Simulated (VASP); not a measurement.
# Zr2SiO4 in VASP: further runs

Runs on Zr2SiO4. Level: PBE+D3(BJ). Tasks: single point.

All numbers are computed with VASP 6.6.1; they aren't measurements. Logs are shortened: lines on timing, memory, paths and dates and some standing lists are left out, and cuts for length are marked.

### 1 The cell of the first run

The cell holds a slab with vacuum, 7 atoms: a = 3.597 Å, b = 3.597 Å, c = 21.373 Å, α = 90.00°, β = 90.00°, γ = 120.00°.

### 2 Single point, PBE+D3(BJ), collinear spin

Contents of INCAR:

```
PREC     = Accurate       # precision mode
ENCUT    = 520            # plane-wave cutoff, eV
EDIFF    = 1E-6           # SCF threshold, eV
ISMEAR   = 0              # smearing method
SIGMA    = 0.05           # smearing width, eV
LREAL    = F              # projectors in reciprocal space
LASPH    = T              # aspherical terms in the spheres
NELM     = 200            # most SCF steps
ALGO     = Normal         # electronic algorithm
ISIF     = 2              # what is computed and relaxed
LWAVE    = F              # write WAVECAR
LCHARG   = F              # write CHGCAR
ISPIN    = 2              # spin polarisation
MAGMOM   = 0 0 0 0 0 0 2  # initial moments
LORBIT   = 11             # projections on sites
LMAXMIX  = 4              # l up to which the mixer works
LDIPOL   = T            
IDIPOL   = 3            
DIPOL    = 0.5 0.5 0.323
GGA      = PE             # functional
IVDW     = 12             # dispersion correction
NBANDS   = 39             # bands
GGA_COMPAT= F            
NELMDL   = -8           
KPAR     = 4
```

Contents of KPOINTS:

```
Automatic mesh
0
Gamma
  9 9 1
```

Contents of POSCAR:

```
Zr2SiO4
1.0
    3.5974414580      0.0000000000      0.0000000000
   -1.7987207290      3.1154756913      0.0000000000
    0.0000000000      0.0000000000     21.3728427344
O Zr Si
4 2 1
Direct
    0.0000000000      0.0000000000      0.1871533913
    0.3333333333      0.6666666667      0.2558690668
    0.6666666667      0.3333333333      0.3197992968
    0.0000000000      0.0000000000      0.3917514782
    0.6666666667      0.3333333333      0.2215112290
    0.3333333333      0.6666666667      0.3546358399
    0.5000000000      0.3333333333      0.5321165217
```

Potentials or basis: VASP PAW PBE potentials, release 64 (O, Zr_sv, Si).

Command:

```console
$ cat potpaw_PBE.64/O/POTCAR potpaw_PBE.64/Zr_sv/POTCAR potpaw_PBE.64/Si/POTCAR > POTCAR
$ mpirun -np 4 vasp_std > vasp.out
```

OUTCAR:

```text
PREC = Accurate
   ENCUT = 520
   EDIFF = 1E-6
   ISMEAR = 0
   LREAL = F
   LASPH = T
   NELM = 200
   ISIF = 2
   ISPIN = 2
   LORBIT = 11
   GGA = PE
   IVDW = 12
   NELMDL = -8
 IVDW          = 12

 ion  position               nearest neighbor table
   1  0.000  0.000  0.187-   5 2.20   5 2.20   5 2.20
   2  0.333  0.667  0.256-   6 2.11   5 2.20   5 2.20   5 2.20
   3  0.667  0.333  0.320-   5 2.10   6 2.21   6 2.21   6 2.21
   4  0.000  0.000  0.392-   6 2.22   6 2.22   6 2.22
   5  0.667  0.333  0.222-   3 2.10   1 2.20   1 2.20   1 2.20   2 2.20   2 2.20   2 2.20   6 3.52
                             6 3.52   6 3.52
   6  0.333  0.667  0.355-   2 2.11   3 2.21   3 2.21   3 2.21   4 2.22   4 2.22   4 2.22   5 3.52
                             5 3.52   5 3.52
   7  0.500  0.333  0.532-

  LATTYP: Found a hexagonal cell.
 ALAT       =     3.5974414580
 C/A-ratio  =     5.9411231521

  Lattice vectors:

 A1 = (   3.5974414580,   0.0000000000,   0.0000000000)
 A2 = (  -1.7987207290,   3.1154756913,   0.0000000000)
 A3 = (   0.0000000000,   0.0000000000,  21.3728427344)

Analysis of symmetry for initial positions (statically):
=====================================================================
 Subroutine PRICEL returns:
 Original cell was already a primitive cell.

 Routine SETGRP: Setting up the symmetry group for a
 hexagonal supercell.

 Subroutine GETGRP returns: Found  1 space group operations
 (whereof  1 operations were pure point group operations)
 out of a pool of 24 trial point group operations.

The static configuration has the point symmetry C_1 .

Analysis of symmetry for dynamics (positions and initial velocities):
=====================================================================
 Subroutine PRICEL returns:
 Original cell was already a primitive cell.

 Routine SETGRP: Setting up the symmetry group for a
 hexagonal supercell.

 Subroutine GETGRP returns: Found  1 space group operations
 (whereof  1 operations were pure point group operations)
 out of a pool of 24 trial point group operations.

The dynamic configuration has the point symmetry C_1 .

Analysis of structural, dynamic, and magnetic symmetry:
=====================================================================
 Subroutine PRICEL returns:
 Original cell was already a primitive cell.

 Routine SETGRP: Setting up the symmetry group for a
 hexagonal supercell.

 Subroutine GETGRP returns: Found  1 space group operations
 (whereof  1 operations were pure point group operations)
 out of a pool of 24 trial point group operations.

The overall configuration has the point symmetry C_1 .

 Subroutine INISYM returns: Found  1 space group operations
 (whereof  1 operations are pure point group operations),
 and found     1 'primitive' translations

----------------------------------------------------------------------------------------

                                     Primitive cell

  volume of cell :     239.5413

  direct lattice vectors                    reciprocal lattice vectors
     3.597441458  0.000000000  0.000000000     0.277975337  0.160489135  0.000000000
    -1.798720729  3.115475691  0.000000000     0.000000000  0.320978271  0.000000000
     0.000000000  0.000000000 21.372842734     0.000000000  0.000000000  0.046788348

  length of vectors
     3.597441458  3.597441458 21.372842734     0.320978271  0.320978271  0.046788348

  position of ions in fractional coordinates (direct lattice)
     0.000000000  0.000000000  0.187153391
     0.333333333  0.666666667  0.255869067
     0.666666667  0.333333333  0.319799297
     0.000000000  0.000000000  0.391751478
     0.666666667  0.333333333  0.221511229
     0.333333333  0.666666667  0.354635840
     0.500000000  0.333333333  0.532116522

  ion indices of the primitive-cell ions
   primitive index   ion index
                 1           1
                 2           2
                 3           3
                 4           4
                 5           5
                 6           6
                 7           7

----------------------------------------------------------------------------------------

[... 59 lines left out ...]
 SYSTEM =  unknown system
   PREC   = accura    normal or accurate (medium, high low for compatibility)
   ISTART =      0    job   : 0-new  1-cont  2-samecut
   ICHARG =      2    charge: 1-file 2-atom 10-const
   ISPIN  =      2    spin polarized calculation?
   LNONCOLLINEAR =      F non collinear calculations
   LSORBIT =      F    spin-orbit coupling
   LASPH  =      T    aspherical Exc in radial PAW
   ENCUT  =  520.0 eV  38.22 Ry    6.18 a.u.   6.69  6.69 39.74*2*pi/ulx,y,z
   NELM   =    200;   NELMIN=  2; NELMDL= -8     # of ELM steps
   EDIFF  = 0.1E-05   stopping-criterion for ELM
   LREAL  =      F    real-space projection
   EDIFFG = 0.1E-04   stopping-criterion for IOM
   NSW    =      0    number of steps for IOM
   IBRION =     -1    ionic relax: 0-MD 1-quasi-New 2-CG
   NFREE  =      0    steps in history (QN), initial steepest desc. (CG)
   ISIF   =      2    stress and relaxation
   ISYM   =      2    0-nonsym 1-usesym 2-fastsym
   POTIM  = 0.5000    time-step for ionic-motion
   TEBEG  =    0.0;   TEEND  =   0.0 temperature during run
   PSTRESS=    0.0 pullay stress
   NELECT =      52.0000    total number of electrons
   NUPDOWN=      -1.0000    fix difference up-down
   EMIN   =  10.00;   EMAX   =-10.00  energy-range for DOS
   EFERMI =   0.00;   METHOD = LEGACY
   ISMEAR =     0;   SIGMA  =   0.05  broadening in eV -4-tet -1-fermi 0-gaus
   EFERMI_NEDOS =   21; number of points for ismear=-14 and -15
   IALGO  =     38    algorithm
   IMIX   =      4    mixing-type and parameters
     AMIX     =   0.40;   BMIX     =  1.00
     AMIX_MAG =   1.60;   BMIX_MAG =  1.00
  volume/ion in A,a.u.               =      34.22       230.93
  Fermi-wavevector in a.u.,A,eV,Ry     =   0.983896  1.859294 13.171135  0.968051
  Thomas-Fermi vector in A             =   2.115088
   LORBIT       =     11    0 simple, 1 ext, 2 COOP (PROOUT), +10 PAW based schemes
   GGA     = PE    functional components
   LHFCALC =     F    Hartree Fock is set to
   AEXX    =    0.0000 exact exchange contribution
   IVDW    =    12    specifies the selected vdW correction
   LEPSILON=     F    determine dielectric tensor
   LRPA    =     F    only Hartree local field effects (RPA)
 spin polarized calculation
 Gauss-broadening in eV      SIGMA  =   0.05
  energy-cutoff  :      520.00
  volume of cell :      239.54
 maximum number of plane-waves:      6511
   NGX = 13   NGY = 13   NGZ = 79

 dipolmoment           0.000000      0.000000     -0.000363 electrons x Angstroem

 number of electron      51.9999998 magnetization       0.2383401

 dipolmoment           0.000000      0.000000      0.041868 electrons x Angstroem

 Free energy of the ion-electron system (eV)
  ---------------------------------------------------
  ext. energy  EPLUGINS =         0.00000000
  ---------------------------------------------------
  free energy    TOTEN  =       -58.61946890 eV

  energy without entropy =      -58.61695133  energy(sigma->0) =      -58.61821012

 E-fermi :   0.5312     XC(G=0):  -5.1762

 val. band max:        0.5223306714   @ k =  -0.1111   0.3333   0.0000
 cond. band min:       0.5370854201   @ k =   0.3333   0.2222   0.0000
 fundamental gap:      0.0147547487
 Fermi energy:         0.5311844350

 spin component 1

 k-point     1 :       0.0000    0.0000    0.0000
  band No.  band energies     occupation
      1     -49.9760      1.00000
      2     -49.9277      1.00000
      3     -28.4176      1.00000
      4     -27.9679      1.00000
      5     -27.8017      1.00000
      6     -27.8010      1.00000
[... 973 lines left out ...]
     37       5.4516      0.00000
     38       6.0642      0.00000

 [... further k-points ...]

 spin component 2

 k-point     1 :       0.0000    0.0000    0.0000
  band No.  band energies     occupation
      1     -49.9749      1.00000
      2     -49.9275      1.00000
      3     -28.4169      1.00000
      4     -27.9671      1.00000
      5     -27.8005      1.00000
      6     -27.7998      1.00000
[... 973 lines left out ...]
     37       5.4574      0.00000
     38       6.0783      0.00000

 [... further k-points ...]

 [bands above 38 left out]

------------------------ aborting loop because EDIFF is reached ----------------------------------------

 vacuum level on the upper side and lower side of the slab       (xc-potential included)         0.173        -0.382

 Edisp (eV)   -1.39280

 E8    (eV) :    -0.6104

  FORCE on cell =-STRESS in cart. coord.  units (eV):
  Direction    XX          YY          ZZ          XY          YZ          ZX
  --------------------------------------------------------------------------------------
  -------------------------------------------------------------------------------------
  Total      -9.07835    -9.08136     0.22228    -0.03099    -0.07680    -0.07922
  in kB     -60.72071   -60.74090     1.48673    -0.20729    -0.51366    -0.52988
  external pressure =      -39.99 kB  Pullay stress =        0.00 kB

 VOLUME and BASIS-vectors are now :
 -----------------------------------------------------------------------------
  energy-cutoff  :      520.00
  volume of cell :      239.54
      direct lattice vectors                 reciprocal lattice vectors
     3.597441458  0.000000000  0.000000000     0.277975337  0.160489135  0.000000000
    -1.798720729  3.115475691  0.000000000     0.000000000  0.320978271  0.000000000
     0.000000000  0.000000000 21.372842734     0.000000000  0.000000000  0.046788348

 POSITION                                       TOTAL-FORCE (eV/Angst)
 -----------------------------------------------------------------------------------
      0.00000      0.00000      4.00000        -0.000194     -0.000128     -0.592353
     -0.00000      2.07698      5.46865         0.001463     -0.000205      0.250802
      1.79872      1.03849      6.83502         0.013329      0.004240      0.028467
      0.00000      0.00000      8.37284         0.048799      0.015006     -0.077055
      1.79872      1.03849      4.73432         0.000927      0.000173      0.268742
     -0.00000      2.07698      7.57958        -0.037294      0.003544      0.226396
      1.19915      1.03849     11.37284        -0.027029     -0.022630     -0.104999
 -----------------------------------------------------------------------------------
    total drift:                                0.000086      0.000038      0.000457

  FREE ENERGIE OF THE ION-ELECTRON SYSTEM (eV)
  ---------------------------------------------------
  free  energy   TOTEN  =       -60.0122654365 eV

  energy  without entropy=      -60.0097478674  energy(sigma->0) =      -60.01100665

 vacuum level on the upper side and lower side of the slab         4.858         4.249

 total charge

# of ion       s       p       d       tot
------------------------------------------
    1        1.560   3.459   0.000   5.019
    2        1.567   3.548   0.000   5.115
    3        1.567   3.546   0.000   5.113
    4        1.563   3.437   0.000   5.001
    5        2.169   6.038   1.324   9.531
    6        2.166   6.035   1.305   9.507
    7        0.950   0.494   0.000   1.444
--------------------------------------------------
tot         11.542  26.558   2.629  40.729

 magnetization (x)

# of ion       s       p       d       tot
------------------------------------------
    1       -0.000   0.000   0.000   0.000
    2        0.000   0.000   0.000   0.000
    3        0.000   0.000   0.000   0.000
    4        0.001   0.005   0.000   0.006
    5        0.000   0.000   0.000   0.000
    6       -0.000   0.000   0.002   0.002
    7        0.006   0.062   0.000   0.068
--------------------------------------------------
tot          0.007   0.068   0.002   0.076
```

It took 50 min on 4 MPI ranks of Intel Xeon Platinum 8375C at 2.90GHz (Ice Lake), shared host; peak memory 0.85 GiB.

What came out:

| Item | Value |
| --- | --- |
| Free energy | -60.0123 eV |
| Largest force | 0.592 eV/Å |
| Net moment | 0.24 μB per cell |
| Site moments | O +0.00, +0.01 (each value once); Zr +0.00; Si +0.07 μB |
| Valence electrons inside the program's atomic spheres | O 5.02, 5.12, 5.11, 5.00; Zr 9.53, 9.51; Si 1.44 |
| Dispersion energy per atom | -0.199 eV |

Forces in eV/Å, atoms in the order of the input:
```
O    0.000  0.000 -0.592
O    0.001  0.000  0.251
O    0.013  0.004  0.028
O    0.049  0.015 -0.077
Zr   0.001  0.000  0.269
Zr  -0.037  0.004  0.226
Si  -0.027 -0.023 -0.105
```

Levels at points of the mesh, in eV from the Fermi level:
Spin up:
```
           k point  band 24  band 25  band 26  band 27  band 28  band 29
(0.00, 0.00, 0.00)    -2.97    -2.97    -0.90     1.24     1.24     1.64
```
Spin down:
```csv
k point,band 22,band 23,band 24,band 25,band 26,band 27,band 28,band 29,band 30,band 31
"(0.00, 0.00, 0.00)",-3.40,-3.40,-2.97,-2.97,-0.66,1.24,1.24,1.64,1.65,2.58
```

(Continued in part 2 of 2.)
